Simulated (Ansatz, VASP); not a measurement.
## Two plane-wave programs on SnO

INCAR

```
PREC     = Accurate       # precision mode
ENCUT    = 520            # plane-wave cutoff, eV
EDIFF    = 1E-6           # SCF threshold, eV
ISMEAR   = 0              # smearing method
SIGMA    = 0.03           # smearing width, eV
LREAL    = False          # projectors in reciprocal space
LASPH    = True           # aspherical terms in the spheres
NELM     = 60             # most SCF steps
ALGO     = Normal         # electronic algorithm
ISIF     = 2              # what is computed and relaxed
LWAVE    = False          # write WAVECAR
LCHARG   = False          # write CHGCAR
GGA      = CA             # functional
NBANDS   = 28             # bands
```

KPOINTS

```
Automatic mesh
0
Gamma
  10 10 8
```

File POSCAR:

```
SnO
1.0
    3.8020000000      0.0332675000      0.0000000000
    0.0332675000      3.8020000000      0.0000000000
    0.0000000000      0.0000000000      4.8360000000
Sn O
2 2
Direct
    0.0000000000      0.5000000000      0.2385000000
    0.5000000000      0.0000000000      0.7615000000
    0.0000000000      0.0000000000      0.0000000000
    0.5000000000      0.5000000000      0.0000000000
```

Input for Ansatz:

```yaml
crystal:
  lattice:
    - [3.802, 0.0332675, 0.0]
    - [0.0332675, 3.802, 0.0]
    - [0.0, 0.0, 4.836]
  atoms:
    - { symbol: Sn, position: [0.0, 0.5, 0.2385] }
    - { symbol: Sn, position: [0.5, 0.0, 0.7615] }
    - { symbol: O, position: [0.0, 0.0, 0.0] }
    - { symbol: O, position: [0.5, 0.5, 0.0] }
basis:
  ecutwfc: 420
kpoints:
  mp_grid: { grid: [10, 10, 8] }
hamiltonian:
  xc: lda
scf:
  occupations: { method: gaussian, width: 0.03 }
output:
  forces: true
  stress: true
  eigenvalues: true
```

Change from the starting cell: strain +0.0175 x Voigt [0, 0, 0, 0, 0, 1], atoms carried along.

Alike in both runs: task single point; functional LDA; k mesh 10 × 10 × 8; occupations gaussian, width 0.03 eV; no spin polarisation.

|  | VASP | Ansatz |
| --- | --- | --- |
| version | VASP 6.6.1 | Ansatz 0.2.0 |
| potentials or method | VASP PAW LDA potentials, release 64 (Sn_d, O), cutoff 520 eV | scalar-relativistic, plane waves, PAW |
| valence electrons in the cell | 40 | 40 |

Ansatz gave:

* gap on the k mesh at the Fermi level (eV): 0.07
* least direct gap on the mesh (eV): 1.92
* pressure (GPa): -2.8
* traceless stress, the component that is largest in VASP (GPa): -1.47
* rms of the force components (eV/Å): 0.106

**Question.** Estimate VASP's values.

**Answer.** gap on the k mesh at the Fermi level (eV): 0.06; least direct gap on the mesh (eV): 1.89; pressure (GPa): -2.5; traceless stress, the component that is largest in VASP (GPa): -1.47; rms of the force components (eV/Å): 0.062.

LDA's correlation is that of Perdew and Zunger in VASP and of Perdew and Wang (1992) in Ansatz. Atom by atom the forces differ by 0.044 eV/Å (rms over components).
